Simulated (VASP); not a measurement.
# HC18F in VASP: notebook, part 2 of 2

VASP 6.6.1. The steps go on from the part before.

### 3 Single point, PBE+D3(BJ)

File INCAR:

```
PREC = Accurate
ENCUT = 520
EDIFF = 1E-6
ISMEAR = 0
SIGMA = 0.02
LREAL = Auto
LASPH = T
NELM = 60
ALGO = Normal
ISIF = 2
LWAVE = F
LCHARG = F
GGA = PE
IVDW = 12
NBANDS = 56
```

File KPOINTS:

```
Automatic mesh
0
Gamma
  2 2 1
```

File POSCAR:

```
HC18F
1.0
    7.3980000000      0.0000000000      0.0000000000
   -3.6990000000      6.4068560000      0.0000000000
    0.0000000000      0.0000000000     11.0000000000
C F H
18 1 1
Direct
    0.0133482720     -0.0063216091      0.0855570570
    0.2329242016      0.1036553560      0.0856655805
    0.0110742894      0.3252671877      0.0856991770
    0.2352526413      0.4372859662      0.0856639255
    0.0113488023      0.6606791199      0.0856747460
    0.2345546165      0.7721823697      0.0860038910
    0.3446191620     -0.0076986007      0.0858633469
    0.5688698739      0.1042174628      0.0856753981
    0.3451285113      0.3276479675      0.0856782320
    0.5679452767      0.4390209933      0.0856947027
    0.3468848701      0.6600876471      0.0856408149
    0.5663877675      0.7700961616      0.0855473510
    0.6784481865     -0.0057311735      0.0855756687
    0.9012818006      0.1056872024      0.0856397496
    0.6800529241      0.3270349416      0.0856922090
    0.8995784849      0.4366732077      0.0856861913
    0.6777376108      0.6585980558      0.0855929992
    0.9018288324      0.7706784301      0.0855505133
    0.2666080828      0.8438682121      0.3698572328
    0.2657412935      0.8430684016      0.2844050135
```

Potentials or basis: VASP PAW PBE potentials, release 64 (C, F, H).

Run with:

```bash
> cat potpaw_PBE.64/C/POTCAR potpaw_PBE.64/F/POTCAR potpaw_PBE.64/H/POTCAR > POTCAR
> mpirun -np 1 vasp_std > vasp.out
```

OUTCAR:

```text
PREC = Accurate
   ENCUT = 520
   EDIFF = 1E-6
   ISMEAR = 0
   LREAL = Auto
   LASPH = T
   NELM = 60
   ISIF = 2
   GGA = PE
   IVDW = 12
 IVDW          = 12

 ion  position               nearest neighbor table
   1  0.013  0.994  0.086-   2 1.41  18 1.43  14 1.44
   2  0.233  0.104  0.086-   1 1.41   7 1.43   9 1.44
   3  0.011  0.325  0.086-  14 1.41  16 1.43   4 1.44
   4  0.235  0.437  0.086-   9 1.41  11 1.43   3 1.44
   5  0.011  0.661  0.086-  18 1.41   6 1.43  16 1.44
   6  0.235  0.772  0.086-   7 1.41   5 1.43  11 1.44
[... 10 lines left out ...]
  17  0.678  0.659  0.086-  10 1.41  12 1.43  18 1.44
  18  0.902  0.771  0.086-   5 1.41   1 1.43  17 1.44
  19  0.267  0.844  0.370-  20 0.94
  20  0.266  0.843  0.284-  19 0.94

  LATTYP: Found a hexagonal cell.
 ALAT       =     7.3980000000
 C/A-ratio  =     1.4868883482

  Lattice vectors:

 A1 = (   7.3980000000,   0.0000000000,   0.0000000000)
 A2 = (  -3.6990000000,   6.4068560000,   0.0000000000)
[... 195 lines left out ...]
 cond. band min:      -1.6922523048   @ k =   0.0000   0.0000   0.0000
 fundamental gap:      0.1868575166
 Fermi energy:        -1.7822839415

 k-point     1 :       0.0000    0.0000    0.0000
  band No.  band energies     occupation
      1     -26.7176      2.00000
      2     -21.3120      2.00000
      3     -18.8190      2.00000
      4     -18.7712      2.00000
      5     -18.7606      2.00000
      6     -18.7316      2.00000
[... 209 lines left out ...]
     51       4.3473      0.00000
     52       4.5364      0.00000
 [bands above 52 left out]

------------------------ aborting loop because EDIFF is reached ----------------------------------------

 Edisp (eV)   -1.70097

 E8    (eV) :    -0.5217

  FORCE on cell =-STRESS in cart. coord.  units (eV):
  Direction    XX          YY          ZZ          XY          YZ          ZX
  --------------------------------------------------------------------------------------
  -------------------------------------------------------------------------------------
  Total       1.14627     1.16273    -0.02430     0.00723     0.00849    -0.00216
  in kB       3.52246     3.57303    -0.07468     0.02222     0.02608    -0.00665
  external pressure =        2.34 kB  Pullay stress =        0.00 kB

 VOLUME and BASIS-vectors are now :
 -----------------------------------------------------------------------------
  energy-cutoff  :      520.00
  volume of cell :      521.38
      direct lattice vectors                 reciprocal lattice vectors
     7.398000000  0.000000000  0.000000000     0.135171668  0.078041398  0.000000000
    -3.699000000  6.406856000  0.000000000     0.000000000  0.156082796  0.000000000
     0.000000000  0.000000000 11.000000000     0.000000000  0.000000000  0.090909091

 POSITION                                       TOTAL-FORCE (eV/Angst)
 -----------------------------------------------------------------------------------
     -3.57687      6.36635      0.94113        -0.010007      0.000845     -0.002221
      1.33975      0.66410      0.94232         0.001836      0.008922     -0.001212
     -1.12124      2.08394      0.94269         0.012745      0.010149      0.003386
      0.12288      2.80163      0.94230        -0.021875     -0.010508     -0.001080
     -2.35989      4.23288      0.94242         0.003192     -0.016118     -0.000516
     -1.12107      4.94726      0.94604         0.005956     -0.012682      0.004500
[... 12 lines left out ...]
     -1.14910      5.40654      4.06843         0.001580      0.002241      0.267132
     -1.15256      5.40142      3.12846         0.000063      0.000130     -0.272194
 -----------------------------------------------------------------------------------
    total drift:                               -0.002881     -0.021525      0.036827

  FREE ENERGIE OF THE ION-ELECTRON SYSTEM (eV)
  ---------------------------------------------------
  free  energy   TOTEN  =      -175.2727291363 eV

  energy  without entropy=     -175.2727291363  energy(sigma->0) =     -175.27272914
```

OSZICAR:

```text
N       E                     dE             d eps       ncg     rms          rms(c)
DAV:   1     0.633011840287E+03    0.63301E+03   -0.33362E+04   456   0.115E+03
DAV:   2    -0.949740197644E+02   -0.72799E+03   -0.69615E+03   656   0.284E+02
DAV:   3    -0.183090579861E+03   -0.88117E+02   -0.87486E+02   536   0.102E+02
[... 14 lines left out ...]
DAV:  18    -0.173571745318E+03   -0.35480E-04   -0.50912E-06   432   0.560E-03    0.133E-03
DAV:  19    -0.173571752786E+03   -0.74680E-05   -0.91802E-07   464   0.317E-03    0.960E-04
DAV:  20    -0.173571757668E+03   -0.48815E-05   -0.77285E-07   344   0.213E-03    0.537E-04
DAV:  21    -0.173571759363E+03   -0.16957E-05   -0.19364E-07   376   0.115E-03    0.198E-04
DAV:  22    -0.173571759846E+03   -0.48234E-06   -0.59499E-08   360   0.608E-04
   1 F= -.17527273E+03 E0= -.17527273E+03  d E =-.465103E-11
```

Wall time 2.3 min (1 thread of Intel Xeon 6975P-C (Granite Rapids), shared host); peak memory 0.59 GiB.

What came out:

| Property | Result |
| --- | --- |
| Free energy | -175.2727 eV |
| Largest force | 0.272 eV/Å |
| Band gap on the k mesh | 0.19 eV, direct |
| Dispersion energy per atom | -0.085 eV |

Forces on the atoms (eV/Å):
```
C   -0.010  0.001 -0.002
C    0.002  0.009 -0.001
C    0.013  0.010  0.003
C   -0.022 -0.011 -0.001
C    0.003 -0.016 -0.001
C    0.006 -0.013  0.004
C   -0.003  0.012  0.002
C   -0.013  0.006  0.000
C    0.005 -0.008 -0.001
C    0.009 -0.008 -0.002
C   -0.018 -0.004  0.003
C    0.013  0.011 -0.003
C    0.015 -0.013 -0.001
C    0.006 -0.004  0.006
C   -0.013  0.004 -0.001
C    0.014  0.011  0.002
C    0.010  0.011 -0.004
C   -0.017  0.000  0.000
F    0.002  0.002  0.267
H    0.000  0.000 -0.272
```

Caveat: the k points lie up to 0.49 Å⁻¹ apart.

### 4 Single point, PBE+D3(BJ)

File INCAR:

```
SYSTEM = HC18F
ALGO     = Normal         ! electronic algorithm
EDIFF    = 1E-6           ! SCF threshold, eV
ENCUT    = 520            ! plane-wave cutoff, eV
GGA      = PE             ! functional
ISIF     = 2              ! what is computed and relaxed
ISMEAR   = 0              ! smearing method
IVDW     = 12             ! dispersion correction
LASPH    = .True.         ! aspherical terms in the spheres
LCHARG   = .True.         ! write CHGCAR
LELF     = .True.         ! ELF
LREAL    = Auto         
LVHAR    = .True.       
LWAVE    = .False.        ! write WAVECAR
NBANDS   = 56             ! bands
NELM     = 100            ! most SCF steps
PREC     = Accurate       ! precision mode
SIGMA    = 0.02           ! smearing width, eV
```

File KPOINTS:

```
k-points
0
Gamma
  2 2 1
  0 0 0
```

File POSCAR:

```
HC18F
1.0
    7.3980000000      0.0000000000      0.0000000000
   -3.6990000000      6.4068560000      0.0000000000
    0.0000000000      0.0000000000     11.0000000000
C F H
18 1 1
Direct
    0.0133482238     -0.0063216654      0.0855570909
    0.2329241953      0.1036553654      0.0856655455
    0.0110742509      0.3252671825      0.0856991818
    0.2352525904      0.4372859324      0.0856639091
    0.0113487529      0.6606791225      0.0856747273
    0.2345545339      0.7721823309      0.0860039091
    0.3446191911     -0.0076986278      0.0858633636
    0.5688698615      0.1042174196      0.0856753636
    0.3451284985      0.3276479134      0.0856782727
    0.5679453217      0.4390209488      0.0856947273
    0.3468849005      0.6600877248      0.0856408182
    0.5663877505      0.7700961283      0.0855473636
    0.6784481313     -0.0057312042      0.0855756364
    0.9012818522      0.1056872513      0.0856397273
    0.6800529031      0.3270349763      0.0856921818
    0.8995783978      0.4366731514      0.0856861818
    0.6777376673      0.6585980706      0.0855930000
    0.9018288284      0.7706784732      0.0855505455
    0.2666080628      0.8438681937      0.3698572727
    0.2657412957      0.8430684254      0.2844050000
```

Run with:

```bash
> cat potpaw_PBE.64/C/POTCAR potpaw_PBE.64/F/POTCAR potpaw_PBE.64/H/POTCAR > POTCAR
> mpirun -np 1 vasp_std > vasp.out
```

Run time: 2.5 min. Hardware: 1 thread of Intel Xeon 6975P-C (Granite Rapids), shared host; peak memory 0.6 GiB.

It converged, with:

| Property | Result |
| --- | --- |
| Free energy | -175.2727 eV |
| Largest force | 0.272 eV/Å |
| Band gap on the k mesh | 0.19 eV, direct |
| Dispersion energy per atom | -0.085 eV |

Forces in eV/Å, atoms in the order of the input:
```
C   -0.010  0.001 -0.002
C    0.002  0.009 -0.001
C    0.013  0.010  0.003
C   -0.022 -0.010 -0.001
C    0.003 -0.016 -0.001
C    0.006 -0.013  0.004
C   -0.003  0.012  0.002
C   -0.013  0.006  0.000
C    0.005 -0.008 -0.001
C    0.009 -0.008 -0.002
C   -0.018 -0.004  0.003
C    0.013  0.011 -0.003
C    0.015 -0.013 -0.001
C    0.006 -0.004  0.006
C   -0.013  0.004 -0.001
C    0.014  0.011  0.002
C    0.010  0.011 -0.004
C   -0.017  0.000  0.000
F    0.002  0.002  0.267
H    0.000  0.000 -0.272
```

Levels at points of the mesh, in eV from the valence-band top:
```csv
k point,band 37,band 38,band 39,band 40,band 41,band 42,band 43,band 44
"(0.00, 0.00, 0.00)",-2.95,-2.95,-0.06,0.00,0.19,0.22,3.45,4.79
"(0.50, 0.00, 0.00)",-2.58,-2.52,-2.51,-2.26,1.77,2.53,2.58,2.64
"(0.00, 0.50, 0.00)",-2.58,-2.55,-2.53,-2.26,1.75,2.53,2.57,2.64
"(0.50, 0.50, 0.00)",-2.58,-2.53,-2.51,-2.26,1.77,2.54,2.58,2.63
```

Caveat: the k points lie up to 0.49 Å⁻¹ apart.

### 5 Single point, PBE+D3(BJ)

File INCAR:

```
PREC = Accurate ; ENCUT = 520
EDIFF = 1E-7 ; ISMEAR = 0
SIGMA = 0.02 ; LREAL = Auto
LASPH = True ; NELM = 80
ALGO = Normal ; ISIF = 2
LWAVE = False ; LCHARG = False
GGA = PE ; IVDW = 12
NBANDS = 56
```

File KPOINTS:

```
regular mesh
0
Gamma
  2 2 1
```

File POSCAR:

```
HC18F
1.0
    7.3980000000      0.0000000000      0.0000000000
   -3.6990000000      6.4068560000      0.0000000000
    0.0000000000      0.0000000000     11.0000000000
C F H
18 1 1
Direct
    0.0148266142     -0.0008771853      0.0856936364
    0.2361351604      0.1098345273      0.0856845455
    0.0152530166      0.3305822700      0.0856876364
    0.2356399765      0.4406716805      0.0857455455
    0.0127099004      0.6633351834      0.0857957273
    0.2378492706      0.7759486088      0.0861250000
    0.3487744143     -0.0022900468      0.0856634545
    0.5692264708      0.1077319359      0.0854665455
    0.3464973708      0.3302175045      0.0856917273
    0.5713237566      0.4426494056      0.0856629091
    0.3483237800      0.6655204987      0.0858084545
    0.5697228314      0.7763937569      0.0855340909
    0.6798688926     -0.0030670269      0.0854511818
    0.9046449743      0.1093383401      0.0856451818
    0.6815111346      0.3324721205      0.0855805455
    0.9027543159      0.4429617272      0.0856696364
    0.6819460337      0.6638939598      0.0856182727
    0.9022867343      0.7741957990      0.0856833636
    0.3089196887      0.8087025836      0.3694896364
    0.2925123325      0.7977816264      0.2846668182
```

Potentials or basis: VASP PAW PBE potentials, release 64 (C, F, H).

Run with:

```bash
> cat potpaw_PBE.64/C/POTCAR potpaw_PBE.64/F/POTCAR potpaw_PBE.64/H/POTCAR > POTCAR
> mpirun -np 1 vasp_std > vasp.out
```

OUTCAR:

```text
PREC = Accurate
   ENCUT = 520
   EDIFF = 1E-7
   ISMEAR = 0
   LREAL = Auto
   LASPH = True
   NELM = 80
   ISIF = 2
   GGA = PE
   IVDW = 12
 IVDW          = 12

 ion  position               nearest neighbor table
   1  0.015  0.999  0.086-  14 1.41   2 1.42  18 1.44
   2  0.236  0.110  0.086-   9 1.41   1 1.42   7 1.44
   3  0.015  0.331  0.086-   4 1.41  14 1.42  16 1.44
   4  0.236  0.441  0.086-   3 1.41   9 1.42  11 1.44
   5  0.013  0.663  0.086-  16 1.41  18 1.42   6 1.44
   6  0.238  0.776  0.086-  11 1.42   7 1.42   5 1.44
[... 10 lines left out ...]
  17  0.682  0.664  0.086-  18 1.41  10 1.42  12 1.44
  18  0.902  0.774  0.086-  17 1.41   5 1.42   1 1.44
  19  0.309  0.809  0.369-  20 0.94
  20  0.293  0.798  0.285-  19 0.94

  LATTYP: Found a hexagonal cell.
 ALAT       =     7.3980000000
 C/A-ratio  =     1.4868883482

  Lattice vectors:

 A1 = (   7.3980000000,   0.0000000000,   0.0000000000)
 A2 = (  -3.6990000000,   6.4068560000,   0.0000000000)
 A3 = (   0.0000000000,   0.0000000000,  11.0000000000)

Analysis of symmetry for initial positions (statically):
=====================================================================
 Subroutine PRICEL returns:
 Original cell was already a primitive cell.

 Routine SETGRP: Setting up the symmetry group for a
 hexagonal supercell.

 Subroutine GETGRP returns: Found  1 space group operations
 (whereof  1 operations were pure point group operations)
 out of a pool of 24 trial point group operations.

The static configuration has the point symmetry C_1 .

Analysis of symmetry for dynamics (positions and initial velocities):
=====================================================================
 Subroutine PRICEL returns:
 Original cell was already a primitive cell.

 Routine SETGRP: Setting up the symmetry group for a
 hexagonal supercell.

[... 141 lines left out ...]
  Fermi-wavevector in a.u.,A,eV,Ry     =   0.876437  1.656226 10.451210  0.768142
  Thomas-Fermi vector in A             =   1.996247
   LORBIT       =      0    0 simple, 1 ext, 2 COOP (PROOUT), +10 PAW based schemes
   GGA     = PE    functional components
   LHFCALC =     F    Hartree Fock is set to
   AEXX    =    0.0000 exact exchange contribution
   IVDW    =    12    specifies the selected vdW correction
   LEPSILON=     F    determine dielectric tensor
   LRPA    =     F    only Hartree local field effects (RPA)
 non-spin polarized calculation
 Gauss-broadening in eV      SIGMA  =   0.02
  energy-cutoff  :      520.00
  volume of cell :      521.38
 maximum number of plane-waves:     14099
 NGX is ok and might be reduce to    56
   NGX = 27   NGY = 27   NGZ = 41

 number of electron      80.0000003 magnetization

 Free energy of the ion-electron system (eV)
  ---------------------------------------------------
  ext. energy  EPLUGINS =         0.00000000
  ---------------------------------------------------
  free energy    TOTEN  =      -173.57040587 eV

  energy without entropy =     -173.57040587  energy(sigma->0) =     -173.57040587

 E-fermi :  -1.7863     XC(G=0):  -4.2976

 val. band max:       -1.8817617732   @ k =   0.0000   0.0000   0.0000
 cond. band min:      -1.6877233000   @ k =   0.0000   0.0000   0.0000
 fundamental gap:      0.1940384732
 Fermi energy:        -1.7863357130

 k-point     1 :       0.0000    0.0000    0.0000
  band No.  band energies     occupation
      1     -26.7282      2.00000
      2     -21.3085      2.00000
      3     -18.8329      2.00000
      4     -18.7900      2.00000
      5     -18.7110      2.00000
      6     -18.6914      2.00000
[... 209 lines left out ...]
     51       4.3473      0.00000
     52       4.5235      0.00000
 [bands above 52 left out]

------------------------ aborting loop because EDIFF is reached ----------------------------------------

 Edisp (eV)   -1.70103

 E8    (eV) :    -0.5217

  FORCE on cell =-STRESS in cart. coord.  units (eV):
  Direction    XX          YY          ZZ          XY          YZ          ZX
  --------------------------------------------------------------------------------------
  -------------------------------------------------------------------------------------
  Total       1.14680     1.17555     0.00832    -0.02719     0.01403     0.01945
  in kB       3.52408     3.61244     0.02556    -0.08355     0.04311     0.05976
  external pressure =        2.39 kB  Pullay stress =        0.00 kB

 VOLUME and BASIS-vectors are now :
 -----------------------------------------------------------------------------
  energy-cutoff  :      520.00
  volume of cell :      521.38
      direct lattice vectors                 reciprocal lattice vectors
     7.398000000  0.000000000  0.000000000     0.135171668  0.078041398  0.000000000
    -3.699000000  6.406856000  0.000000000     0.000000000  0.156082796  0.000000000
     0.000000000  0.000000000 11.000000000     0.000000000  0.000000000  0.090909091

 POSITION                                       TOTAL-FORCE (eV/Angst)
 -----------------------------------------------------------------------------------
     -3.58607      6.40124      0.94263         0.000560     -0.008357     -0.000854
      1.34065      0.70369      0.94253        -0.001539     -0.007584     -0.001892
     -1.10998      2.11799      0.94256         0.000079      0.010381      0.001345
      0.11322      2.82332      0.94320        -0.001282      0.005034      0.001893
     -2.35965      4.24989      0.94375        -0.001847      0.002998     -0.004454
     -1.11063      4.97139      0.94738         0.011305      0.005940      0.000409
[... 12 lines left out ...]
     -0.70600      5.18124      4.06439         0.023822      0.017453      0.303716
     -0.78699      5.11127      3.13134        -0.027687     -0.023711     -0.310032
 -----------------------------------------------------------------------------------
    total drift:                                0.006176     -0.001547      0.044092

  FREE ENERGIE OF THE ION-ELECTRON SYSTEM (eV)
  ---------------------------------------------------
  free  energy   TOTEN  =      -175.2714331215 eV

  energy  without entropy=     -175.2714331215  energy(sigma->0) =     -175.27143312
```

OSZICAR:

```text
N       E                     dE             d eps       ncg     rms          rms(c)
DAV:   1     0.643055907752E+03    0.64306E+03   -0.33247E+04   448   0.115E+03
DAV:   2    -0.926406508404E+02   -0.73570E+03   -0.70499E+03   664   0.286E+02
DAV:   3    -0.183047726448E+03   -0.90407E+02   -0.89780E+02   544   0.103E+02
[... 17 lines left out ...]
DAV:  21    -0.173570405054E+03   -0.17423E-05   -0.10431E-07   424   0.818E-04    0.224E-04
DAV:  22    -0.173570405572E+03   -0.51797E-06   -0.33867E-08   376   0.470E-04    0.117E-04
DAV:  23    -0.173570405742E+03   -0.16964E-06   -0.79438E-09   400   0.236E-04    0.517E-05
DAV:  24    -0.173570405842E+03   -0.10019E-06   -0.31796E-09   352   0.162E-04    0.264E-05
DAV:  25    -0.173570405873E+03   -0.31390E-07   -0.69908E-10   352   0.104E-04
   1 F= -.17527143E+03 E0= -.17527143E+03  d E =-.444075E-12
```

It took 2.7 min on 1 thread of Intel Xeon 6975P-C (Granite Rapids), shared host; peak memory 0.59 GiB.

Results:

```
Free energy                : -175.2714 eV
Largest force              : 0.312 eV/Å
Band gap on the k mesh     : 0.19 eV, direct
Dispersion energy per atom : -0.085 eV
```

Forces in eV/Å, atoms in the order of the input:
```
C    0.001 -0.008 -0.001
C   -0.002 -0.008 -0.002
C    0.000  0.010  0.001
C   -0.001  0.005  0.002
C   -0.002  0.003 -0.004
C    0.011  0.006  0.000
C    0.012 -0.004  0.001
C   -0.001 -0.011  0.001
C    0.003  0.010  0.004
C   -0.010  0.000 -0.002
C    0.002 -0.001 -0.001
C   -0.007  0.003  0.005
C   -0.006 -0.006 -0.001
C    0.008 -0.003  0.000
C   -0.004  0.001  0.003
C    0.008 -0.004  0.000
C   -0.008 -0.001 -0.001
C   -0.001  0.013  0.001
F    0.024  0.017  0.304
H   -0.028 -0.024 -0.310
```

Caveat: the k points lie up to 0.49 Å⁻¹ apart.
